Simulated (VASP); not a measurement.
Set up this calculation in VASP 6.6.1, as the native input.

| Property | Result |
| --- | --- |
| Task | single point |
| Functional | PBEsol |
| Potentials or basis | VASP PAW PBE potentials, release 64 (Ir_sv_GW) |
| Cutoff | 560 eV |
| k mesh | 16 × 16 × 9 |
| Occupations | fermi-dirac, width 0.08 eV |
| Spin | no spin polarisation |
| Dipole correction | no |
| Further INCAR settings | ALGO = Normal; EDIFF = 1e-06; NBANDS = 24 |

The structure of Ir lies in POSCAR:

```
Ir
1.0
    2.7201297417      0.0000000000      0.0000000000
   -1.3600648709      2.3557014579      0.0000000000
    0.0000000000      0.0000000000      4.4079603801
Ir
2
Direct
    0.3333333333      0.6666666667      0.2500000000
    0.6666666667      0.3333333333      0.7500000000
```

This isn't the form of Ir at room conditions, which is fcc.

One way to write it, as run:

INCAR

```
SYSTEM = Ir
PREC = Accurate ; ENCUT = 560
EDIFF = 1E-6 ; ISMEAR = -1
SIGMA = 0.08 ; LREAL = .FALSE.
LASPH = .TRUE. ; NELM = 120
ALGO = Normal ; ISIF = 2
LWAVE = .FALSE. ; LCHARG = .FALSE.
GGA = PS ; NBANDS = 24
GGA_COMPAT = .FALSE.
```

KPOINTS

```
Automatic mesh
0
G
  16 16 9
  0 0 0
```

Potentials or basis: VASP PAW PBE potentials, release 64 (Ir_sv_GW).

Command:

```bash
$ cat potpaw_PBE.64/Ir_sv_GW/POTCAR > POTCAR
$ mpirun -np 1 vasp_std > vasp.out
```

It gave:

- Pressure: -1.8 GPa
- Band gap on the k mesh: zero (bands 17 and 18 overlap by 3.32 eV)

Caveat: the PAW data sets were made with another functional, which shifts forces and pressure a little; spin-orbit coupling is left out, which moves the levels of the heavy elements.

Run time: 42 s on 1 thread of AMD EPYC 9R45 96-Core Processor (Zen 5), on a shared host, peak memory 0.2 GiB.
